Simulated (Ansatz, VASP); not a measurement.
Two plane-wave programs on CsMgF3

```xyz
5
Lattice="4.2523 0.0000 0.0000 0.0000 4.2523 0.0000 0.0000 0.0000 4.2523" Properties=species:S:1:pos:R:3 pbc="T T T"
Cs    0.0000    0.0000    0.0000
Mg    2.1262    2.1262    2.1262
F     0.0000    2.0643    2.0643
F     2.1262   -0.0619    2.0643
F     2.1262    2.0643   -0.0619
```

Change from the starting cell: all F atoms moved +0.087 Å, as atom 3 towards its neighbour atom 1 (Cs) at 3.007 Å.

Alike in both runs: task single point; functional LDA; k mesh 6 × 6 × 6; occupations gaussian, width 0.05 eV; no spin polarisation.

|  | VASP | Ansatz |
| --- | --- | --- |
| version | VASP 6.6.1 | Ansatz 0.2.0 |
| potentials or method | VASP PAW LDA potentials, release 64 (Cs_sv, Mg, F), cutoff 520 eV | scalar-relativistic, plane waves, PAW |
| valence electrons in the cell | 32 | 40 |

VASP gave:

| Property | Result |
| --- | --- |
| gap on the k mesh at the Fermi level (eV) | 6.34 |
| least direct gap on the mesh (eV) | 6.34 |
| pressure (GPa) | -7.1 |
| traceless stress, the component that is largest in VASP (GPa) | -0.16 |
| rms of the force components (eV/Å) | 0.093 |

Task: What did Ansatz give for the same quantities?

Result: gap on the k mesh at the Fermi level (eV): 6.38; least direct gap on the mesh (eV): 6.38; pressure (GPa): -6.6; traceless stress, the component that is largest in VASP (GPa): -0.16; rms of the force components (eV/Å): 0.090.

LDA's correlation is that of Perdew and Zunger in VASP and of Perdew and Wang (1992) in Ansatz. Atom by atom the forces differ by 0.003 eV/Å (rms over components). VASP's potentials hold 32 valence electrons a cell and Ansatz's 40, so a difference there can come from the potentials and not from the codes.

Neither program's run includes spin-orbit coupling.
